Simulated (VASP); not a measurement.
# C (Fmmm) in VASP: notebook

The runs below take C through relaxation of cell and atoms, single point, with PBE.

All numbers are computed with VASP 6.6.1; they aren't measurements. Logs are shortened: lines on timing, memory, paths and dates and some standing lists are left out, and cuts for length are marked.

### 1 The cell of the first run

It takes space group Fmmm (No. 69, orthorhombic). Conventional cell: a = 2.465 Å, b = 4.276 Å, c = 8.257 Å, α = 90.00°, β = 90.00°, γ = 90.00°. C (site symmetry m2m) has 3 C at 1.42 to 1.43 Å within 1.9 Å.

### 2 Relaxation of cell and atoms, PBE

File INCAR:

```
  PREC = Accurate
  ENCUT = 600
  EDIFF = 1E-7
  ISMEAR = 0
  SIGMA = 0.01
  LREAL = F
  LASPH = T
  NELM = 100
  ALGO = Normal
  ISIF = 3
  LWAVE = F
  LCHARG = F
  GGA = PE
  IBRION = 2
  NSW = 100
  EDIFFG = -0.01
```

File KPOINTS:

```
regular mesh
0
Gamma
  16 16 16
```

File POSCAR:

```
C
1.0
    0.0000000000      2.1379855184      4.1287016796
    1.2325892868      0.0000000000      4.1287016796
    1.2325892868      2.1379855184      0.0000000000
C
2
Direct
    0.1668109394      0.8331890606      0.1668109394
    0.8331890606      0.1668109394      0.8331890606
```

Potentials or basis: VASP PAW PBE potentials, release 64 (C).

Command:

```console
$ cat potpaw_PBE.64/C/POTCAR > POTCAR
$ mpirun -np 1 vasp_std > vasp.out
```

OUTCAR:

```text
PREC = Accurate
   ENCUT = 600
   EDIFF = 1E-7
   ISMEAR = 0
   LREAL = F
   LASPH = T
   NELM = 100
   ISIF = 3
   GGA = PE
   IBRION = 2
   NSW = 100
   EDIFFG = -0.01

 ion  position               nearest neighbor table
   1  0.167  0.833  0.167-   2 1.42   2 1.42   2 1.43
   2  0.833  0.167  0.833-   1 1.42   1 1.42   1 1.43

  LATTYP: Found a face centered orthorhombic cell.
 ALAT       =     2.4651785736
 B/A-ratio  =     1.7345481916
 C/A-ratio  =     3.3496167165

  Lattice vectors:

 A1 = (   0.0000000000,   2.1379855184,   4.1287016796)
 A2 = (   1.2325892868,   0.0000000000,   4.1287016796)
 A3 = (   1.2325892868,   2.1379855184,   0.0000000000)

Analysis of symmetry for initial positions (statically):
=====================================================================
 Subroutine PRICEL returns:
 Original cell was already a primitive cell.

 Routine SETGRP: Setting up the symmetry group for a
 face centered orthorhombic supercell.

 Subroutine GETGRP returns: Found  8 space group operations
 (whereof  8 operations were pure point group operations)
 out of a pool of  8 trial point group operations.

The static configuration has the point symmetry D_2h.

Analysis of symmetry for dynamics (positions and initial velocities):
=====================================================================
 Subroutine PRICEL returns:
 Original cell was already a primitive cell.

 Routine SETGRP: Setting up the symmetry group for a
 face centered orthorhombic supercell.

 Subroutine GETGRP returns: Found  8 space group operations
 (whereof  8 operations were pure point group operations)
 out of a pool of  8 trial point group operations.

The dynamic configuration has the point symmetry D_2h.

 Subroutine INISYM returns: Found  8 space group operations
 (whereof  8 operations are pure point group operations),
 and found     1 'primitive' translations

----------------------------------------------------------------------------------------

                                     Primitive cell

  volume of cell :      21.7604

  direct lattice vectors                    reciprocal lattice vectors
     0.000000000  2.137985518  4.128701680    -0.405650126  0.233865008  0.121103446
     1.232589287  0.000000000  4.128701680     0.405650126 -0.233865008  0.121103446
     1.232589287  2.137985518  0.000000000     0.405650126  0.233865008 -0.121103446

  length of vectors
     4.649425732  4.308764778  2.467844895     0.483643372  0.483643372  0.483643372

  position of ions in fractional coordinates (direct lattice)
     0.166810939  0.833189061  0.166810939
     0.833189061  0.166810939  0.833189061

  ion indices of the primitive-cell ions
   primitive index   ion index
                 1           1
                 2           2

----------------------------------------------------------------------------------------

 KPOINTS: regular mesh

Automatic generation of k-mesh.
 Grid dimensions read from file:
 generate k-points for:   16   16   16

 Generating k-lattice:

  Cartesian coordinates                     Fractional coordinates (reciprocal lattice)
    -0.025353133  0.014616563  0.007568965     0.062500000  0.000000000  0.000000000
     0.025353133 -0.014616563  0.007568965     0.000000000  0.062500000  0.000000000
     0.025353133  0.014616563 -0.007568965    -0.000000000 -0.000000000  0.062500000

  Length of vectors
     0.030227711  0.030227711  0.030227711

  Shift w.r.t. Gamma in fractional coordinates (k-lattice)
     0.000000000  0.000000000  0.000000000

 Subroutine IBZKPT returns following result:
 ===========================================

 Found    621 irreducible k-points:

 Following reciprocal coordinates:
            Coordinates               Weight
  0.000000  0.000000  0.000000      1.000000
  0.062500  0.000000  0.000000      8.000000
  0.125000  0.000000  0.000000      8.000000
  0.187500  0.000000  0.000000      8.000000
  0.250000  0.000000  0.000000      8.000000
  0.312500  0.000000  0.000000      8.000000
[... 16 lines left out ...]
 -0.125000  0.062500 -0.000000      8.000000
 -0.062500  0.062500 -0.000000      4.000000
 [... further k-points ...]
   k-points           NKPTS =    621   k-points in BZ     NKDIM =    621   number of bands    NBANDS=      8
   number of dos      NEDOS =    301   number of ions     NIONS =      2
   total plane-waves  NPLWV =  28800
   dimension x,y,z NGX =    40 NGY =   36 NGZ =   20
   dimension x,y,z NGXF=    80 NGYF=   72 NGZF=   40
   ions per type =               2
   NGX,Y,Z   is equivalent  to a cutoff of  14.30, 13.89, 13.47 a.u.
   NGXF,Y,Z  is equivalent  to a cutoff of  28.60, 27.78, 26.95 a.u.
 SYSTEM =  unknown system
   PREC   = accura    normal or accurate (medium, high low for compatibility)
   ISTART =      0    job   : 0-new  1-cont  2-samecut
   ICHARG =      2    charge: 1-file 2-atom 10-const
   ISPIN  =      1    spin polarized calculation?
   LNONCOLLINEAR =      F non collinear calculations
   LSORBIT =      F    spin-orbit coupling
   LASPH  =      T    aspherical Exc in radial PAW
   ENCUT  =  600.0 eV  44.10 Ry    6.64 a.u.   9.29  8.61  4.93*2*pi/ulx,y,z
   NELM   =    100;   NELMIN=  2; NELMDL= -5     # of ELM steps
   EDIFF  = 0.1E-06   stopping-criterion for ELM
   LREAL  =      F    real-space projection
   EDIFFG = -.1E-01   stopping-criterion for IOM
   NSW    =    100    number of steps for IOM
   IBRION =      2    ionic relax: 0-MD 1-quasi-New 2-CG
   NFREE  =      1    steps in history (QN), initial steepest desc. (CG)
   ISIF   =      3    stress and relaxation
   ISYM   =      2    0-nonsym 1-usesym 2-fastsym
   POTIM  = 0.5000    time-step for ionic-motion
   TEBEG  =    0.0;   TEEND  =   0.0 temperature during run
   PSTRESS=    0.0 pullay stress
   NELECT =       8.0000    total number of electrons
   NUPDOWN=      -1.0000    fix difference up-down
   EMIN   =  10.00;   EMAX   =-10.00  energy-range for DOS
   EFERMI =   0.00;   METHOD = LEGACY
   ISMEAR =     0;   SIGMA  =   0.01  broadening in eV -4-tet -1-fermi 0-gaus
   EFERMI_NEDOS =   21; number of points for ismear=-14 and -15
   IALGO  =     38    algorithm
   IMIX   =      4    mixing-type and parameters
     AMIX     =   0.40;   BMIX     =  1.00
     AMIX_MAG =   1.60;   BMIX_MAG =  1.00
  volume/ion in A,a.u.               =      10.88        73.42
  Fermi-wavevector in a.u.,A,eV,Ry     =   1.172778  2.216230 18.713577  1.375409
  Thomas-Fermi vector in A             =   2.309202
   LORBIT       =      0    0 simple, 1 ext, 2 COOP (PROOUT), +10 PAW based schemes
   GGA     = PE    functional components
   LHFCALC =     F    Hartree Fock is set to
   AEXX    =    0.0000 exact exchange contribution
   IVDW    =     0    specifies the selected vdW correction
   LEPSILON=     F    determine dielectric tensor
   LRPA    =     F    only Hartree local field effects (RPA)
 conjugate gradient relaxation of ions
 non-spin polarized calculation
 Gauss-broadening in eV      SIGMA  =   0.01
  energy-cutoff  :      600.00
  volume of cell :       21.76
 maximum number of plane-waves:       746
 NGX is ok and might be reduce to    40

--------------------------------------- Ionic step        1  -------------------------------------------

 number of electron       8.0000000 magnetization

 Free energy of the ion-electron system (eV)
  ---------------------------------------------------
  ext. energy  EPLUGINS =         0.00000000
  ---------------------------------------------------
  free energy    TOTEN  =       -18.45851814 eV

  energy without entropy =      -18.45851814  energy(sigma->0) =      -18.45851814

------------------------ aborting loop because EDIFF is reached ----------------------------------------

  FORCE on cell =-STRESS in cart. coord.  units (eV):
  Direction    XX          YY          ZZ          XY          YZ          ZX
  --------------------------------------------------------------------------------------
  -------------------------------------------------------------------------------------
  Total        0.0794740     -0.1006210     -0.0122646      0.0000000      0.0000000      0.0000000
  in kB        5.8515258     -7.4085388     -0.9030235      0.0000000      0.0000000      0.0000000
  external PRESSURE =      -0.8200122 kB  Pullay stress =       0.0000000 kB
[... 129 lines left out ...]
  energy  without entropy=      -18.4586296998  energy(sigma->0) =      -18.45862970

--------------------------------------- Ionic step        5  -------------------------------------------

 number of electron       8.0000000 magnetization

 Free energy of the ion-electron system (eV)
  ---------------------------------------------------
  ext. energy  EPLUGINS =         0.00000000
  ---------------------------------------------------
  free energy    TOTEN  =       -18.45864057 eV

  energy without entropy =      -18.45864057  energy(sigma->0) =      -18.45864057

 E-fermi :   2.6001     XC(G=0):  -8.9253

 val. band max:        2.5351346474   @ k =   0.4375  -0.1875   0.3125
 cond. band min:       3.4723534407   @ k =   0.0000   0.3125   0.3125
 fundamental gap:      0.9372187933
 Fermi energy:         2.6000554260

 k-point     1 :       0.0000    0.0000    0.0000
  band No.  band energies     occupation
      1     -16.5159      2.00000
      2      -4.2816      2.00000
      3      -0.0219      2.00000
      4      -0.0212      2.00000
      5       6.2039      0.00000
      6      11.3221      0.00000
      7      11.3306      0.00000
      8      14.4237      0.00000
[... 243 lines left out ...]
 k-point    24 :      -0.0625    0.0625   -0.0000
  band No.  band energies     occupation
      1     -16.1468      2.00000
      2      -3.8489      2.00000
      3      -1.4017      2.00000
      4      -0.7238      2.00000
      5       6.6827      0.00000
      6      11.4083      0.00000
      7      12.8228      0.00000
      8      13.1846      0.00000

 [... further k-points ...]
[... 5 lines left out ...]
  --------------------------------------------------------------------------------------
  -------------------------------------------------------------------------------------
  Total        0.0010668      0.0038371     -0.0119899      0.0000000      0.0000000      0.0000000
  in kB        0.0785788      0.2826335     -0.8831413      0.0000000      0.0000000      0.0000000
  external PRESSURE =      -0.1739763 kB  Pullay stress =       0.0000000 kB
[... 17 lines left out ...]
  FREE ENERGIE OF THE ION-ELECTRON SYSTEM (eV)
  ---------------------------------------------------
  free  energy   TOTEN  =       -18.4586405725 eV

  energy  without entropy=      -18.4586405725  energy(sigma->0) =      -18.45864057

 reached required accuracy - stopping structural energy minimisation
```

Wall time 2.8 min (1 thread of Intel Xeon 6975P-C (Granite Rapids), shared host); peak memory 0.25 GiB.

Results:

| Property | Result |
| --- | --- |
| Free energy | -18.4586 eV |
| Relaxed volume | 10.88 Å³/atom |
| Relaxed cell | a = 4.648 Å, b = 4.308 Å, c = 2.467 Å, α = 81.77°, β = 66.55°, γ = 31.68° |
| Space group after relaxing (to 0.05 Å) | Fmmm (No. 69) |
| Energy gained by relaxing | 0.1 meV/atom |
| Ionic steps | 5 |
| Pressure after relaxing | 0.0 GPa |
| Band gap on the k mesh | 0.94 eV, indirect (least direct gap 0.97 eV) |

Stress tensor (GPa, compression positive):
```
 0.01  0.00  0.00
 0.00  0.03  0.00
 0.00  0.00 -0.09
```

The path:
| step | energy change (eV) | largest force (eV/Å) | pressure (GPa) | volume (Å³) |
| --- | --- | --- | --- | --- |
| 1 | 0.0000 | 0.0838 | -0.08 | 21.76 |
| 2 | 0.0016 | 0.4079 | 0.12 | 21.74 |
| 3 | -0.0001 | 0.0143 | -0.05 | 21.76 |
| 4 | -0.0001 | 0.0156 | 0.01 | 21.75 |
| 5 | -0.0001 | 0.0013 | -0.02 | 21.75 |

Final structure:
```
CELL_PARAMETERS angstrom
0.00000 2.13613 4.12790
1.23341 0.00000 4.12790
1.23341 2.13613 0.00000
ATOMIC_POSITIONS crystal
C 0.16667 0.83333 0.16667
C 0.83333 0.16667 0.83333
```

A k mesh can miss the band edges. PBE gaps usually lie below the measured ones, often by a third to a half.

### 3 Single point, PBE

This run uses another cell than the first one: it holds 4 atoms, not 2.

File INCAR:

```
SYSTEM = C
ALGO = Normal
EDIFF = 1E-6
ENCUT = 520
GGA = PE
ISIF = 2
ISMEAR = 0
LASPH = .True.
LCHARG = .False.
LREAL = .False.
LWAVE = .False.
NBANDS = 16
NELM = 100
PREC = Accurate
SIGMA = 0.1
```

File KPOINTS:

```
k-points
0
Gamma
  6 6 4
  0 0 0
```

File POSCAR:

```
C
1.0
    3.7690049290     -1.2331285572      0.0000000000
    3.7690049290      1.2331285572      0.0000000000
    0.0000000000      0.0000000000      4.2758734700
C
4
Direct
    0.9999994453      0.0000005547      0.1668529689
    0.5000005547      0.4999994453      0.6668529689
    0.0000005547      0.9999994453      0.8331470311
    0.4999994453      0.5000005547      0.3331470311
```

Potentials or basis: VASP PAW PBE potentials, release 64 (C).

Command:

```console
$ cat potpaw_PBE.64/C/POTCAR > POTCAR
$ mpirun -np 1 vasp_std > vasp.out
```

It took 12 s on 1 thread of Intel Xeon 6975P-C (Granite Rapids), shared host; peak memory 0.17 GiB.

The run converged. Its results:

```
Free energy            : -36.8327 eV
Pressure               : 0.5 GPa
Largest force          : 0.011 eV/Å
Band gap on the k mesh : 0.11 eV
```

Forces in eV/Å, atoms in the order of the input:
```
C    0.000  0.000  0.011
C    0.000  0.000  0.011
C    0.000  0.000 -0.011
C    0.000  0.000 -0.011
```

Stress tensor (GPa, compression positive):
```
0.32 0.00 0.00
0.00 0.54 0.00
0.00 0.00 0.61
```

Levels at points of the mesh, in eV from the valence-band top:
```tsv
k point	band 4	band 5	band 6	band 7	band 8	band 9	band 10	band 11	band 12	band 13
(0.00, 0.00, 0.00)	-7.01	-6.36	-3.01	-2.98	-1.97	2.19	3.58	7.50	8.30	8.40
(0.50, 0.00, 0.00)	-10.50	-8.89	-8.89	-2.69	-2.69	2.84	2.84	10.05	10.05	12.31
(0.50, 0.50, 0.00)	-8.06	-6.38	-3.02	-2.98	-2.67	1.32	7.34	8.21	8.31	8.37
(0.00, 0.00, 0.50)	-7.39	-5.33	-5.33	-5.00	-5.00	5.45	5.45	7.43	7.43	8.15
(0.50, 0.00, 0.50)	-13.18	-6.37	-6.37	-2.31	-2.31	1.69	1.69	7.38	7.38	11.94
(0.50, 0.50, 0.50)	-7.36	-6.30	-6.30	-5.02	-5.02	7.09	7.09	8.01	8.01	9.85
```

Caveat: the k points lie up to 0.45 Å⁻¹ apart.

### 4 Single point, PBE

This run uses another cell than the first one, of 11.33 Å³/atom, 1.041 times its volume.

File INCAR:

```
  PREC = Accurate
  ENCUT = 520
  EDIFF = 1E-6
  ISMEAR = 0
  SIGMA = 0.1
  LREAL = F
  LASPH = T
  NELM = 80
  ALGO = Normal
  ISIF = 2
  LWAVE = F
  LCHARG = F
  GGA = PE
  NBANDS = 11
```

File KPOINTS:

```
regular mesh
0
Gamma
  26 26 26
```

File POSCAR:

```
C
1.0
    0.0000000000      2.1360015682      4.3003110921
    1.2332209275      0.0000000000      4.3003110921
    1.2332209275      2.1360015682      0.0000000000
C
2
Direct
    0.8333277175      0.1666722825      0.8333277175
    0.1666722825      0.8333277175      0.1666722825
```

Command:

```console
$ cat potpaw_PBE.64/C/POTCAR > POTCAR
$ mpirun -np 1 vasp_std > vasp.out
```

Wall time 11 min (1 thread of Intel Xeon Platinum 8259CL at 2.50GHz (Skylake/Cascade Lake), shared host); peak memory 0.57 GiB.

The run converged. Its results:

```yaml
Free_energy: -18.4537 eV
Pressure: 0.4 GPa
Band_gap_on_the_k_mesh: 0.50 eV, indirect (least direct gap 0.54 eV)
```

Stress tensor (GPa, compression positive):
```
 0.56  0.00  0.00
 0.00  0.56  0.00
 0.00  0.00 -0.01
```

Levels at points of the mesh, in eV from the valence-band top:
| k point | band 1 | band 2 | band 3 | band 4 | band 5 | band 6 | band 7 | band 8 |
| --- | --- | --- | --- | --- | --- | --- | --- | --- |
| (0.00, 0.00, 0.00) | -19.32 | -7.16 | -2.83 | -2.83 | 3.28 | 8.52 | 8.53 | 11.63 |
| (0.50, 0.00, 0.00) | -14.06 | -13.02 | -6.20 | -2.14 | 1.89 | 7.58 | 11.62 | 12.05 |
| (0.50, 0.50, 0.00) | -19.28 | -7.62 | -2.83 | -2.83 | 6.51 | 8.52 | 8.52 | 10.45 |
| (0.50, 0.00, 0.50) | -14.07 | -13.02 | -6.20 | -2.00 | 2.10 | 7.60 | 10.75 | 11.02 |
| (0.00, 0.50, 0.50) | -14.05 | -13.01 | -6.20 | -2.28 | 1.70 | 7.56 | 12.66 | 13.91 |

A k mesh can miss the band edges.

### 5 Overview

| task | cell | k mesh | cutoff (eV) | smearing | gap on the mesh (eV) | pressure (GPa) |
| --- | --- | --- | --- | --- | --- | --- |
| relaxation of cell and atoms | relaxed from a = 4.649, b = 4.309, c = 2.468 Å, angles 81.8, 66.5, 31.7°, 2 atoms | 16 × 16 × 16 | 600 | gaussian 0.01 eV | 0.94 | 0.0 |
| single point | a = 3.966, b = 3.966, c = 4.276 Å, angles 90.0, 90.0, 36.2°, 4 atoms | 6 × 6 × 4 | 520 | gaussian 0.1 eV | 0.11 | 0.5 |
| single point | a = 4.802, b = 4.474, c = 2.466 Å, angles 82.1, 67.3, 30.6°, 2 atoms | 26 × 26 × 26 | 520 | gaussian 0.1 eV | 0.50 | 0.4 |

Alike in all rows: level PBE; potentials or basis VASP PAW PBE potentials, release 64 (C); no spin polarisation.

Caveats: some runs use coarse meshes.

Total energies depend on the potentials used, so only differences within one code and one set of settings carry meaning.
